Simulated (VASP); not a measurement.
The system is ZnSnN.

```
Zn Sn N
1.0
     3.86321    0.00000    0.00000
    -1.93161    3.34564    0.00000
     0.00000    0.00000    3.74014
Zn Sn N
1 1 1
Direct
  0.33333 0.66667 0.00000
  0.66667 0.33333 0.00000
  0.00000 0.00000 0.50000
```

The cell was built from a structure type or drawn by symmetry, and may not be a known phase.

- Program: VASP 6.6.1
- Task: relaxation of cell and atoms
- Functional: PBE
- Potentials or basis: VASP PAW PBE potentials, release 64 (Zn, Sn_d, N)
- Cutoff: 600 eV
- k mesh: 6 × 6 × 4
- Occupations: gaussian, width 0.1 eV
- Spin: no spin polarisation

At the start: pressure 23.4 GPa; volume 16.11 Å³/atom.

Question: Where does the relaxation end?

Answer: Over 20 steps the energy falls by 548.8 meV/atom and the volume is 17.05 Å³/atom (+5.8 %); space group P-6m2 (No. 187, to 0.1 Å) before and after.

The path:
| step | energy change (eV) | largest force (eV/Å) | pressure (GPa) | volume (Å³) |
| --- | --- | --- | --- | --- |
| 1 | 0.0000 | 0.0000 | 23.36 | 48.34 |
| 2 | -1.1345 | 0.0000 | -7.82 | 65.39 |
| 3 | -1.3284 | 0.0000 | -2.86 | 58.70 |
| 4 | -1.3287 | 0.0000 | -3.05 | 58.91 |
| 5 | -1.4086 | 0.0000 | -1.65 | 56.42 |
| 6 | -1.4528 | 0.0000 | 0.56 | 53.75 |
| 7 | -1.4346 | 0.0000 | 7.16 | 48.49 |
| 8 | -1.4613 | 0.0000 | 2.48 | 51.90 |
| 9 | -1.5283 | 0.0000 | 0.63 | 52.51 |
| 10 | -1.5330 | 0.0000 | -3.04 | 53.56 |
| 11 | -1.5905 | 0.0000 | -1.31 | 52.97 |
| 12 | -1.6251 | 0.0000 | -2.89 | 53.34 |
| 13 | -1.6252 | 0.0000 | -2.52 | 53.23 |
| 14 | -1.6269 | 0.0000 | -2.65 | 53.27 |
| 15 | -1.5996 | 0.0000 | -1.12 | 51.90 |
| 16 | -1.6320 | 0.0000 | -2.35 | 52.91 |
| 17 | -1.6458 | 0.0000 | -0.42 | 51.52 |
| 18 | -1.6463 | 0.0000 | -0.29 | 51.31 |
| 19 | -1.6461 | 0.0000 | 0.28 | 50.91 |
| 20 | -1.6464 | 0.0000 | 0.03 | 51.14 |

Final structure:
```yaml
crystal:
  lattice:
    - [4.56387, 0.00000, 0.00000]
    - [-2.28193, 3.95242, 0.00000]
    - [0.00000, 0.00000, 2.83522]
  atoms:
    - { symbol: Zn, position: [0.33333, 0.66667, 0.00000] }
    - { symbol: Sn, position: [0.66667, 0.33333, 0.00000] }
    - { symbol: N, position: [0.00000, 0.00000, 0.50000] }
```

Caveat: the k points lie up to 0.55 Å⁻¹ apart in the final cell, too coarse for converged energies and pressures of a metal; a cell axis changed by over 15 % at a fixed basis, so the end point is rough.
